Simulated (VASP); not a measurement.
# MgZrC (P4/mmm) in VASP: further runs

Runs on MgZrC. Level: PBE. Tasks: single point, relaxation of cell and atoms.

Everything below comes from runs of VASP 6.6.1. Logs are shortened: lines on timing, memory, paths and dates and some standing lists are left out, and cuts for length are marked.

## 1. The cell of the first run

Symmetry: P4/mmm, No. 123, tetragonal system. Conventional cell: a = 3.209 Å, b = 3.209 Å, c = 6.248 Å, α = 90.00°, β = 90.00°, γ = 90.00°. Mg (site symmetry 4/mmm) has 2 Zr at 3.12 Å and 4 Mg at 3.21 Å and 8 C at 3.86 Å within 4.1 Å. Zr (site symmetry 4/mmm) has 4 C at 2.27 Å within 3.0 Å. Within 3.0 Å of C (site symmetry 4/mmm) lie 4 Zr at 2.27 Å.

## 2. Single point, PBE

INCAR reads:

```
SYSTEM = MgZrC
PREC = Accurate
ENCUT = 520
EDIFF = 1E-7
ISMEAR = 0
SIGMA = 0.1
LREAL = .False.
LASPH = .True.
NELM = 100
ALGO = Normal
ISIF = 2
LWAVE = .False.
LCHARG = .False.
GGA = PE
NBANDS = 16
```

KPOINTS reads:

```
regular mesh
0
Gamma
  6 6 4
  0 0 0
```

POSCAR reads:

```
MgZrC
1.0
    3.2086233369      0.0000000000      0.0000000000
    0.0000000000      3.2086233369      0.0000000000
    0.0000000000      0.0000000000      6.2479683334
Mg Zr C
1 1 1
Direct
    0.0000000000      0.0000000000      0.5000000000
    0.0000000000      0.0000000000      0.0000000000
    0.5000000000      0.5000000000      0.0000000000
```

Potentials or basis: VASP PAW PBE potentials, release 64 (Mg, Zr_sv, C).

On the command line:

```bash
$ cat potpaw_PBE.64/Mg/POTCAR potpaw_PBE.64/Zr_sv/POTCAR potpaw_PBE.64/C/POTCAR > POTCAR
$ mpirun -np 1 vasp_std > vasp.out
```

OUTCAR:

```text
SYSTEM = MgZrC
   PREC = Accurate
   ENCUT = 520
   EDIFF = 1E-7
   ISMEAR = 0
   LREAL = .False.
   LASPH = .True.
   NELM = 100
   ISIF = 2
   GGA = PE

 ion  position               nearest neighbor table
   1  0.000  0.000  0.500-   2 3.12   2 3.12
   2  0.000  0.000  0.000-   3 2.27   3 2.27   3 2.27   3 2.27   1 3.12   1 3.12
   3  0.500  0.500  0.000-   2 2.27   2 2.27   2 2.27   2 2.27

  LATTYP: Found a simple tetragonal cell.
 ALAT       =     3.2086233369
 C/A-ratio  =     1.9472426886

  Lattice vectors:

 A1 = (   3.2086233369,   0.0000000000,   0.0000000000)
 A2 = (   0.0000000000,   3.2086233369,   0.0000000000)
 A3 = (   0.0000000000,   0.0000000000,   6.2479683334)

Analysis of symmetry for initial positions (statically):
=====================================================================
 Subroutine PRICEL returns:
 Original cell was already a primitive cell.

 Routine SETGRP: Setting up the symmetry group for a
 simple tetragonal supercell.

 Subroutine GETGRP returns: Found 16 space group operations
 (whereof 16 operations were pure point group operations)
 out of a pool of 16 trial point group operations.

The static configuration has the point symmetry D_4h.

Analysis of symmetry for dynamics (positions and initial velocities):
=====================================================================
 Subroutine PRICEL returns:
 Original cell was already a primitive cell.

 Routine SETGRP: Setting up the symmetry group for a
 simple tetragonal supercell.

 Subroutine GETGRP returns: Found 16 space group operations
 (whereof 16 operations were pure point group operations)
 out of a pool of 16 trial point group operations.

The dynamic configuration has the point symmetry D_4h.

 Subroutine INISYM returns: Found 16 space group operations
 (whereof 16 operations are pure point group operations),
 and found     1 'primitive' translations

----------------------------------------------------------------------------------------

                                     Primitive cell

  volume of cell :      64.3245

  direct lattice vectors                    reciprocal lattice vectors
     3.208623337  0.000000000  0.000000000     0.311660141  0.000000000  0.000000000
     0.000000000  3.208623337  0.000000000     0.000000000  0.311660141  0.000000000
     0.000000000  0.000000000  6.247968333     0.000000000  0.000000000  0.160052028

  length of vectors
     3.208623337  3.208623337  6.247968333     0.311660141  0.311660141  0.160052028
[... 79 lines left out ...]
   LSORBIT =      F    spin-orbit coupling
   LASPH  =      T    aspherical Exc in radial PAW
   ENCUT  =  520.0 eV  38.22 Ry    6.18 a.u.   5.97  5.97 11.62*2*pi/ulx,y,z
   NELM   =    100;   NELMIN=  2; NELMDL= -5     # of ELM steps
   EDIFF  = 0.1E-06   stopping-criterion for ELM
   LREAL  =      F    real-space projection
   EDIFFG = 0.1E-05   stopping-criterion for IOM
   NSW    =      0    number of steps for IOM
   IBRION =     -1    ionic relax: 0-MD 1-quasi-New 2-CG
   NFREE  =      0    steps in history (QN), initial steepest desc. (CG)
   ISIF   =      2    stress and relaxation
   ISYM   =      2    0-nonsym 1-usesym 2-fastsym
   POTIM  = 0.5000    time-step for ionic-motion
   TEBEG  =    0.0;   TEEND  =   0.0 temperature during run
   PSTRESS=    0.0 pullay stress
   NELECT =      18.0000    total number of electrons
   NUPDOWN=      -1.0000    fix difference up-down
   EMIN   =  10.00;   EMAX   =-10.00  energy-range for DOS
   EFERMI =   0.00;   METHOD = LEGACY
   ISMEAR =     0;   SIGMA  =   0.10  broadening in eV -4-tet -1-fermi 0-gaus
   EFERMI_NEDOS =   21; number of points for ismear=-14 and -15
   IALGO  =     38    algorithm
   IMIX   =      4    mixing-type and parameters
     AMIX     =   0.40;   BMIX     =  1.00
     AMIX_MAG =   1.60;   BMIX_MAG =  1.00
  volume/ion in A,a.u.               =      21.44       144.69
  Fermi-wavevector in a.u.,A,eV,Ry     =   1.070796  2.023512 15.600507  1.146605
  Thomas-Fermi vector in A             =   2.206517
   LORBIT       =      0    0 simple, 1 ext, 2 COOP (PROOUT), +10 PAW based schemes
   GGA     = PE    functional components
   LHFCALC =     F    Hartree Fock is set to
   AEXX    =    0.0000 exact exchange contribution
   IVDW    =     0    specifies the selected vdW correction
   LEPSILON=     F    determine dielectric tensor
   LRPA    =     F    only Hartree local field effects (RPA)
 non-spin polarized calculation
 Gauss-broadening in eV      SIGMA  =   0.10
  energy-cutoff  :      520.00
  volume of cell :       64.32
 maximum number of plane-waves:      1762
 NGX is ok and might be reduce to    24
   NGX = 11   NGY = 11   NGZ = 23

 number of electron      18.0000000 magnetization

 Free energy of the ion-electron system (eV)
  ---------------------------------------------------
  ext. energy  EPLUGINS =         0.00000000
  ---------------------------------------------------
  free energy    TOTEN  =       -18.19945678 eV

  energy without entropy =      -18.19059573  energy(sigma->0) =      -18.19502626

 E-fermi :   3.8631     XC(G=0):  -9.1910

 val. band max:        3.8111444415   @ k =   0.5000   0.3333   0.5000
 cond. band min:       4.0574529365   @ k =   0.5000   0.5000   0.5000
 fundamental gap:      0.2463084950
 Fermi energy:         3.8630695220

 k-point     1 :       0.0000    0.0000    0.0000
  band No.  band energies     occupation
      1     -44.1227      2.00000
      2     -22.5138      2.00000
      3     -21.8076      2.00000
      4     -21.8076      2.00000
      5      -5.9744      2.00000
      6      -0.5110      2.00000
[... 433 lines left out ...]
      3     -22.4259      2.00000
      4     -21.7212      2.00000
      5      -3.6349      2.00000
      6       0.0158      2.00000
[... 8 lines left out ...]
     15       9.6307      0.00000
     16      11.6515      0.00000

 [... further k-points ...]
[... 5 lines left out ...]
  --------------------------------------------------------------------------------------
  -------------------------------------------------------------------------------------
  Total        0.1145297      0.1145297     -0.0215487      0.0000000     -0.0000000      0.0000000
  in kB        2.8526752      2.8526752     -0.5367298      0.0000000     -0.0000000      0.0000000
  external PRESSURE =       1.7228735 kB  Pullay stress =       0.0000000 kB

 VOLUME and BASIS-vectors are now :
 -----------------------------------------------------------------------------
  energy-cutoff  :      520.00
  volume of cell :       64.32
      direct lattice vectors                 reciprocal lattice vectors
     3.208623337  0.000000000  0.000000000     0.311660141  0.000000000  0.000000000
     0.000000000  3.208623337  0.000000000     0.000000000  0.311660141  0.000000000
     0.000000000  0.000000000  6.247968333     0.000000000  0.000000000  0.160052028

 POSITION                                       TOTAL-FORCE (eV/Angst)
 -----------------------------------------------------------------------------------
      0.00000      0.00000      3.12398         0.000000      0.000000      0.000000
      0.00000      0.00000      0.00000         0.000000      0.000000      0.000000
      1.60431      1.60431      0.00000         0.000000      0.000000      0.000000
 -----------------------------------------------------------------------------------
    total drift:                                0.000000     -0.000000     -0.000000

  FREE ENERGIE OF THE ION-ELECTRON SYSTEM (eV)
  ---------------------------------------------------
  free  energy   TOTEN  =       -18.1994567830 eV

  energy  without entropy=      -18.1905957318  energy(sigma->0) =      -18.19502626
```

OSZICAR:

```text
N       E                     dE             d eps       ncg     rms          rms(c)
DAV:   1     0.116762022950E+03    0.11676E+03   -0.85302E+03   960   0.100E+03
DAV:   2    -0.163904962790E+02   -0.13315E+03   -0.12542E+03  1312   0.251E+02
DAV:   3    -0.235018447899E+02   -0.71113E+01   -0.70482E+01  1512   0.530E+01
DAV:   4    -0.236960351781E+02   -0.19419E+00   -0.19414E+00  1240   0.763E+00
DAV:   5    -0.237008501292E+02   -0.48150E-02   -0.48148E-02  1424   0.969E-01    0.196E+01
DAV:   6    -0.186464282331E+02    0.50544E+01   -0.21722E+01  1192   0.255E+01    0.695E+00
DAV:   7    -0.182700563340E+02    0.37637E+00   -0.25712E+00  1192   0.818E+00    0.502E+00
DAV:   8    -0.182118446087E+02    0.58212E-01   -0.41242E-01  1224   0.399E+00    0.837E-01
DAV:   9    -0.181995807454E+02    0.12264E-01   -0.74325E-02  1176   0.128E+00    0.399E-01
DAV:  10    -0.181995130043E+02    0.67741E-04   -0.24684E-03  1160   0.345E-01    0.211E-01
DAV:  11    -0.181994757935E+02    0.37211E-04   -0.12436E-03  1128   0.266E-01    0.740E-02
DAV:  12    -0.181994634282E+02    0.12365E-04   -0.10186E-04  1240   0.768E-02    0.182E-02
DAV:  13    -0.181994602814E+02    0.31468E-05   -0.20715E-05  1240   0.261E-02    0.137E-02
DAV:  14    -0.181994579987E+02    0.22827E-05   -0.37841E-06  1216   0.166E-02    0.708E-03
DAV:  15    -0.181994567245E+02    0.12742E-05   -0.32538E-06  1192   0.835E-03    0.133E-03
DAV:  16    -0.181994567830E+02   -0.58483E-07   -0.21104E-07  1016   0.282E-03
   1 F= -.18199457E+02 E0= -.18195026E+02  d E =-.886105E-02
```

It took 47 s on 1 thread of Intel Xeon 8259CL, shared host; peak memory 0.19 GiB.

What came out:

| Item | Value |
| --- | --- |
| Free energy | -18.1995 eV |
| Pressure | 0.2 GPa |
| Band gap on the k mesh | zero (band 9 reaches 5.30 eV, above the bottom of band 10 at 3.53 eV) |

Stress tensor (GPa, compression positive):
```
 0.29  0.00  0.00
 0.00  0.29  0.00
 0.00  0.00 -0.05
```

## 3. Relaxation of cell and atoms, PBE

This run uses another cell than the first one, of 18.75 Å³/atom, 0.875 times its volume.

INCAR reads:

```
ALGO = Normal ; EDIFF = 1E-6
EDIFFG = -0.04 ; ENCUT = 600
GGA = PE ; IBRION = 2
ISIF = 3 ; ISMEAR = 0
LASPH = T ; LCHARG = F
LREAL = F ; LWAVE = F
NELM = 60 ; NSW = 90
PREC = Accurate ; SIGMA = 0.1
```

KPOINTS reads:

```
k-points
0
Gamma
  6 6 4
```

POSCAR reads:

```
MgZrC
1.0
    3.4847719400      0.0000000000      0.0000000000
    0.0000000000      3.4847719400      0.0000000000
    0.0000000000      0.0000000000      4.6331299000
Mg Zr C
1 1 1
Direct
    0.0000000000      0.0000000000      0.5000000000
    0.0000000000      0.0000000000      0.0000000000
    0.5000000000      0.5000000000      0.0000000000
```

Potentials or basis: VASP PAW PBE potentials, release 64 (Mg, Zr_sv, C).

On the command line:

```bash
$ cat potpaw_PBE.64/Mg/POTCAR potpaw_PBE.64/Zr_sv/POTCAR potpaw_PBE.64/C/POTCAR > POTCAR
$ mpirun -np 1 vasp_std > vasp.out
```

Run time: 5.1 min. Hardware: 1 thread of Intel Xeon 8259CL, shared host; peak memory 0.21 GiB.

Results (log left out):

```yaml
Free_energy: -18.1887 eV
Relaxed_volume: 21.29 Å³/atom
Relaxed_cell: a = 3.210 Å, b = 3.210 Å, c = 6.198 Å, α = 90.00°, β = 90.00°, γ = 90.00°
Space_group_after_relaxing_to_0.05_Å: P4/mmm (No. 123)
Energy_gained_by_relaxing: 1064.4 meV/atom
Ionic_steps: 8
Pressure_after_relaxing: 0.1 GPa
Band_gap_on_the_k_mesh: zero (band 9 reaches 5.34 eV, above the bottom of band 10 at 3.58 eV)
```

The path:
| step | energy change (eV) | largest force (eV/Å) | pressure (GPa) | volume (Å³) |
| --- | --- | --- | --- | --- |
| 1 | 0.0000 | 0.0000 | 3.87 | 56.26 |
| 2 | -2.4277 | 0.0000 | 21.76 | 55.88 |
| 3 | -3.0226 | 0.0000 | 8.07 | 56.88 |
| 4 | -3.0169 | 0.0000 | 9.33 | 56.80 |
| 5 | -3.1268 | 0.0000 | -4.31 | 65.97 |
| 6 | -3.1701 | 0.0000 | -0.27 | 62.56 |
| 7 | -3.1888 | 0.0000 | -0.08 | 63.33 |
| 8 | -3.1931 | 0.0000 | 0.12 | 63.88 |

Final structure:
```cif
data_structure
_symmetry_space_group_name_H-M 'P 1'
_symmetry_Int_Tables_number 1
_cell_length_a 3.2104
_cell_length_b 3.2104
_cell_length_c 6.1975
_cell_angle_alpha 90.000
_cell_angle_beta 90.000
_cell_angle_gamma 90.000
_cell_volume 63.88
loop_
_atom_site_label
_atom_site_type_symbol
_atom_site_fract_x
_atom_site_fract_y
_atom_site_fract_z
_atom_site_occupancy
Mg1 Mg 0.00000 0.00000 0.50000 1
Zr1 Zr 0.00000 0.00000 0.00000 1
C1 C 0.50000 0.50000 0.00000 1
```

Levels at points of the mesh, in eV from the Fermi level:
```csv
k point,band 5,band 6,band 7,band 8,band 9,band 10,band 11,band 12,band 13
"(0.00, 0.00, 0.00)",-9.84,-4.36,-2.11,-0.21,1.43,1.43,2.36,3.41,3.47
"(0.50, 0.00, 0.00)",-7.52,-3.92,-2.41,-2.14,-1.59,-0.18,2.37,3.90,4.01
"(0.50, 0.50, 0.00)",-9.16,-0.34,-0.34,0.51,0.62,0.67,0.67,2.66,2.66
"(0.00, 0.00, 0.50)",-9.81,-4.56,-1.34,-0.20,0.31,1.44,1.44,3.37,3.37
"(0.50, 0.00, 0.50)",-7.51,-3.84,-2.85,-2.14,-1.00,0.20,1.16,3.88,4.54
"(0.50, 0.50, 0.50)",-9.16,-0.23,-0.23,0.17,0.17,0.30,1.41,2.89,3.84
```
